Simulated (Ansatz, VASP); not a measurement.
Co: VASP beside Ansatz

```
CELL_PARAMETERS angstrom
3.74992 0.00000 0.00000
-1.87496 3.24752 0.00000
0.00000 0.00000 2.31156
ATOMIC_POSITIONS crystal
Co 0.00000 0.00000 0.00000
Co 0.33333 0.66667 0.50000
Co 0.66667 0.33333 0.50000
```

Alike in both runs: task single point; functional LDA; k mesh 11 × 11 × 15; occupations fermi-dirac, width 0.05 eV; collinear spin.

```csv
,VASP,Ansatz
version,VASP 6.6.1,Ansatz 0.2.0
potentials or method,"VASP PAW LDA potentials, release 64 (Co), cutoff 520 eV","plane waves (420 eV) with PAW, scalar-relativistic"
valence electrons in the cell,27,51
```

```tsv
	VASP	Ansatz	Ansatz less VASP
pressure (GPa)	23.3	25.3	+1.99
traceless stress, the component that is largest in VASP (GPa)	-2.75	-2.76	-0.009
net moment per atom (μB)	1.41	1.44	+0.034
size of the moment on the site where the two differ most (μB)	1.43	1.51	+0.073
```

Ansatz warns that its potentials were made for another functional, while VASP's fit it. LDA's correlation is that of Perdew and Zunger in VASP and of Perdew and Wang (1992) in Ansatz. Site moments also hang on the region over which each program counts them. VASP's potentials hold 27 valence electrons a cell and Ansatz's 51, so a difference there can come from the potentials and not from the codes.
